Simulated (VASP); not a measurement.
# HCl (Fmmm) in VASP: single point with PBEsol

Aim: the single point of HCl with PBEsol.

Everything below comes from runs of VASP 6.6.1. Logs are shortened: lines on timing, memory, paths and dates and some standing lists are left out, and cuts for length are marked.

## Step 1: The cell of the first run

Symmetry: Fmmm, No. 69, orthorhombic system. The conventional cell has a = 5.368 Å, b = 5.450 Å, c = 5.859 Å, α = 90.00°, β = 90.00°, γ = 90.00°. H (site symmetry mmm) has 6 Cl at 2.68 to 2.93 Å within 3.5 Å. Cl (site symmetry mmm) has 6 H at 2.68 to 2.93 Å within 3.5 Å.

## Step 2: Single point, PBEsol

The input, POSCAR:

```
HCl
1.0
   -2.6838840000      2.7249520000      0.0000000000
    2.6838840000      0.0000000000      2.9293230000
    2.6838840000      2.7249520000      0.0000000000
H Cl
1 1
Direct
    0.0000000000      0.0000000000      0.0000000000
    0.5000000000      0.0000000000      0.5000000000
```

The input, INCAR.step1:

```
SYSTEM = HCl
PREC = Accurate ; ENCUT = 520
EDIFF = 1E-7 ; ISMEAR = -1
SIGMA = 0.1 ; LREAL = .False.
LASPH = .True. ; NELM = 100
ALGO = Normal ; ISIF = 2
LWAVE = .False. ; LCHARG = .True.
GGA = PS ; NBANDS = 11
```

The input, KPOINTS.step1:

```
regular mesh
0
Gamma
  11 11 11
  0 0 0
```

The input, INCAR.step2:

```
SYSTEM = HCl
PREC = Accurate ; ENCUT = 520
EDIFF = 1E-7 ; ISMEAR = -5
SIGMA = 0.1 ; LREAL = .False.
LASPH = .True. ; NELM = 100
ALGO = Normal ; ISIF = 2
LWAVE = .False. ; LCHARG = .False.
GGA = PS ; LORBIT = 10
NBANDS = 11 ; NEDOS = 2001
ICHARG = 11
```

The input, KPOINTS.step2:

```
regular mesh
0
Gamma
  17 17 17
  0 0 0
```

Potentials or basis: VASP PAW PBE potentials, release 64 (H, Cl).

The run is started by

```console
$ cat potpaw_PBE.64/H/POTCAR potpaw_PBE.64/Cl/POTCAR > POTCAR
$ cp INCAR.step1 INCAR
$ cp KPOINTS.step1 KPOINTS
$ mpirun -np 1 vasp_std > vasp.out
$ cp INCAR.step2 INCAR
$ cp KPOINTS.step2 KPOINTS
$ mpirun -np 1 vasp_std > vasp.out
```

OUTCAR:

```text
SYSTEM = HCl
   PREC = Accurate
   ENCUT = 520
   EDIFF = 1E-7
   ISMEAR = -5
   LREAL = .False.
   LASPH = .True.
   NELM = 100
   ISIF = 2
   GGA = PS
   LORBIT = 10
   ICHARG = 11

 ion  position               nearest neighbor table
   1  0.000  0.000  0.000-
   2  0.500  0.000  0.500-

  LATTYP: Found a face centered orthorhombic cell.
 ALAT       =     5.3677680000
 B/A-ratio  =     1.0153017045
 C/A-ratio  =     1.0914491833

  Lattice vectors:

 A1 = (   0.0000000000,   2.7249520000,   2.9293230000)
 A2 = (   2.6838840000,   0.0000000000,   2.9293230000)
 A3 = (   2.6838840000,   2.7249520000,   0.0000000000)

Analysis of symmetry for initial positions (statically):
=====================================================================
 Subroutine PRICEL returns:
 Original cell was already a primitive cell.

 Routine SETGRP: Setting up the symmetry group for a
 face centered orthorhombic supercell.

 Subroutine GETGRP returns: Found  8 space group operations
 (whereof  8 operations were pure point group operations)
 out of a pool of  8 trial point group operations.

The static configuration has the point symmetry D_2h.

Analysis of symmetry for dynamics (positions and initial velocities):
=====================================================================
 Subroutine PRICEL returns:
 Original cell was already a primitive cell.

 Routine SETGRP: Setting up the symmetry group for a
 face centered orthorhombic supercell.

 Subroutine GETGRP returns: Found  8 space group operations
 (whereof  8 operations were pure point group operations)
 out of a pool of  8 trial point group operations.

The dynamic configuration has the point symmetry D_2h.

 Subroutine INISYM returns: Found  8 space group operations
 (whereof  8 operations are pure point group operations),
 and found     1 'primitive' translations

----------------------------------------------------------------------------------------

                                     Primitive cell

  volume of cell :      42.8469

  direct lattice vectors                    reciprocal lattice vectors
    -2.683884000  2.724952000  0.000000000    -0.186297172  0.183489471  0.170687903
     2.683884000  0.000000000  2.929323000     0.000000000  0.000000000  0.341375806
     2.683884000  2.724952000  0.000000000     0.186297172  0.183489471 -0.170687903

[... 91 lines left out ...]
   ISIF   =      2    stress and relaxation
   ISYM   =      2    0-nonsym 1-usesym 2-fastsym
   POTIM  = 0.5000    time-step for ionic-motion
   TEBEG  =    0.0;   TEEND  =   0.0 temperature during run
   PSTRESS=    0.0 pullay stress
   NELECT =       8.0000    total number of electrons
   NUPDOWN=      -1.0000    fix difference up-down
   EMIN   =  10.00;   EMAX   =-10.00  energy-range for DOS
   EFERMI =   0.00;   METHOD = LEGACY
   ISMEAR =    -5;   SIGMA  =   0.10  broadening in eV -4-tet -1-fermi 0-gaus
   EFERMI_NEDOS =   21; number of points for ismear=-14 and -15
   IALGO  =     38    algorithm
   IMIX   =      4    mixing-type and parameters
     AMIX     =   0.40;   BMIX     =  1.00
     AMIX_MAG =   1.60;   BMIX_MAG =  1.00
  volume/ion in A,a.u.               =      21.42       144.57
  Fermi-wavevector in a.u.,A,eV,Ry     =   0.935689  1.768196 11.912091  0.875514
  Thomas-Fermi vector in A             =   2.062622
   LORBIT       =     10    0 simple, 1 ext, 2 COOP (PROOUT), +10 PAW based schemes
   GGA     = PS    functional components
   LHFCALC =     F    Hartree Fock is set to
   AEXX    =    0.0000 exact exchange contribution
   IVDW    =     0    specifies the selected vdW correction
   LEPSILON=     F    determine dielectric tensor
   LRPA    =     F    only Hartree local field effects (RPA)
 non-spin polarized calculation
 Fermi weights with tetrahedron method with Bloechl corrections
  energy-cutoff  :      520.00
  volume of cell :       42.85
 maximum number of plane-waves:      1168

 number of electron       7.9999998 magnetization

 Free energy of the ion-electron system (eV)
  ---------------------------------------------------
  ext. energy  EPLUGINS =         0.00000000
  ---------------------------------------------------
  free energy    TOTEN  =        -2.94164939 eV

  energy without entropy =       -2.94164939  energy(sigma->0) =       -2.94164939

 E-fermi :  -2.5321     XC(G=0):  -7.6288

 val. band max:       -2.5270175505   @ k =   0.0588   0.0000   0.0588
 cond. band min:      -2.5558874704   @ k =  -0.4706   0.4706   0.4706
 fundamental gap:     -0.0288699199
 Fermi energy:        -2.5321435407

 k-point     1 :       0.0000    0.0000    0.0000
  band No.  band energies     occupation
      1     -15.4949      2.00000
      2      -2.6518      2.00000
      3      -2.6396      2.00000
      4      -2.6009      2.02201
      5      -2.5095      0.00000
      6       8.3939      0.00000
      7       9.6419      0.00000
      8      10.1865      0.00000
      9      10.2935      0.00000
     10      12.0713      0.00000
     11      12.8601      0.00000
[... 309 lines left out ...]
 k-point    24 :      -0.1765    0.0588   -0.0000
  band No.  band energies     occupation
      1     -15.4269      2.00000
      2      -3.8741      2.00000
      3      -2.6145      2.00000
      4      -2.5959      2.00000
      5      -1.4486      0.00000
      6       7.9415      0.00000
      7       9.2204      0.00000
      8       9.8545      0.00000
      9      10.4666      0.00000
     10      11.1340      0.00000
     11      11.6469      0.00000

 [... further k-points ...]
[... 5 lines left out ...]
  --------------------------------------------------------------------------------------
  -------------------------------------------------------------------------------------
  Total       -3.0479389     -2.7181401     -1.5339977      0.0000000      0.0000000      0.0000000
  in kB     -113.9716875   -101.6395124    -57.3608322      0.0000000      0.0000000      0.0000000
  external PRESSURE =     -90.9906774 kB  Pullay stress =       0.0000000 kB

 VOLUME and BASIS-vectors are now :
 -----------------------------------------------------------------------------
  energy-cutoff  :      520.00
  volume of cell :       42.85
      direct lattice vectors                 reciprocal lattice vectors
    -2.683884000  2.724952000  0.000000000    -0.186297172  0.183489471  0.170687903
     2.683884000  0.000000000  2.929323000     0.000000000  0.000000000  0.341375806
     2.683884000  2.724952000  0.000000000     0.186297172  0.183489471 -0.170687903

 POSITION                                       TOTAL-FORCE (eV/Angst)
 -----------------------------------------------------------------------------------
      0.00000      0.00000      0.00000        -0.000000      0.000000      0.000000
      0.00000      2.72495      0.00000         0.000000     -0.000000      0.000000
 -----------------------------------------------------------------------------------
    total drift:                                0.000000      0.000000     -0.000000

  FREE ENERGIE OF THE ION-ELECTRON SYSTEM (eV)
  ---------------------------------------------------
  free  energy   TOTEN  =        -2.9416493854 eV

  energy  without entropy=       -2.9416493854  energy(sigma->0) =       -2.94164939

 total charge

# of ion       s       p       d       tot
------------------------------------------
    1        0.227   0.002   0.000   0.229
    2        1.609   3.319   0.000   4.928
--------------------------------------------------
tot          1.836   3.321   0.000   5.157
```

OUTCAR.step1:

```text
SYSTEM = HCl
   PREC = Accurate
   ENCUT = 520
   EDIFF = 1E-7
   ISMEAR = -1
   LREAL = .False.
[... 559 lines left out ...]
      0.00000      0.00000      0.00000        -0.000000     -0.000000      0.000000
      0.00000      2.72495      0.00000         0.000000      0.000000      0.000000
 -----------------------------------------------------------------------------------
    total drift:                                0.000000      0.000000      0.000000

  FREE ENERGIE OF THE ION-ELECTRON SYSTEM (eV)
  ---------------------------------------------------
  free  energy   TOTEN  =        -2.9472246574 eV

  energy  without entropy=       -2.9328714221  energy(sigma->0) =       -2.94004804
```

OSZICAR.step1:

```text
N       E                     dE             d eps       ncg     rms          rms(c)
DAV:   1     0.299798900256E+02    0.29980E+02   -0.30814E+03  4752   0.561E+02
DAV:   2    -0.115069641491E+01   -0.31131E+02   -0.29589E+02  5814   0.101E+02
DAV:   3    -0.340107288020E+01   -0.22504E+01   -0.22291E+01  5897   0.299E+01
DAV:   4    -0.341726762993E+01   -0.16195E-01   -0.16193E-01  5785   0.304E+00
DAV:   5    -0.341742779904E+01   -0.16017E-03   -0.16017E-03  6252   0.294E-01    0.371E+00
DAV:   6    -0.297834695770E+01    0.43908E+00   -0.28704E+00  5440   0.345E+00    0.143E+00
DAV:   7    -0.295480938377E+01    0.23538E-01   -0.94559E-02  5238   0.119E+00    0.792E-01
DAV:   8    -0.294756365079E+01    0.72457E-02   -0.39789E-02  5350   0.850E-01    0.377E-01
DAV:   9    -0.294790300142E+01   -0.33935E-03   -0.70623E-04  5898   0.150E-01    0.434E-01
DAV:  10    -0.294738809142E+01    0.51491E-03   -0.11132E-03  5428   0.714E-02    0.205E-01
DAV:  11    -0.294720682373E+01    0.18127E-03   -0.99772E-04  5483   0.720E-02    0.417E-02
DAV:  12    -0.294721841937E+01   -0.11596E-04   -0.11180E-05  5630   0.204E-02    0.230E-02
DAV:  13    -0.294722309789E+01   -0.46785E-05   -0.20670E-06  5214   0.914E-03    0.108E-02
DAV:  14    -0.294722473421E+01   -0.16363E-05   -0.35958E-06  5160   0.879E-03    0.296E-03
DAV:  15    -0.294722465738E+01    0.76821E-07   -0.41526E-07  4795   0.150E-03
   1 F= -.29472247E+01 E0= -.29400480E+01  d E =-.143532E-01
```

Run time: 3.9 min. Hardware: 1 thread of Oxide Virtual Turin-like, shared host; peak memory 0.36 GiB.

What came out:

```yaml
Valence_electrons_inside_the_program's_atomic_spheres: H 0.23; Cl 4.93
```

Levels at points of the mesh, in eV from the Fermi level:
```tsv
k point	band 1	band 2	band 3	band 4	band 5	band 6	band 7	band 8	band 9
(0.00, 0.00, 0.00)	-12.96	-0.12	-0.11	-0.07	0.02	10.93	12.17	12.72	12.83
```

Caveat: the atoms stand far beyond bonding distance, and open shells without spin polarisation read as a metal; the PAW data sets were made with another functional, which shifts forces and pressure a little; this functional lacks dispersion, which binds layers or chains, so the pressure and a relaxed spacing across them are unreliable.
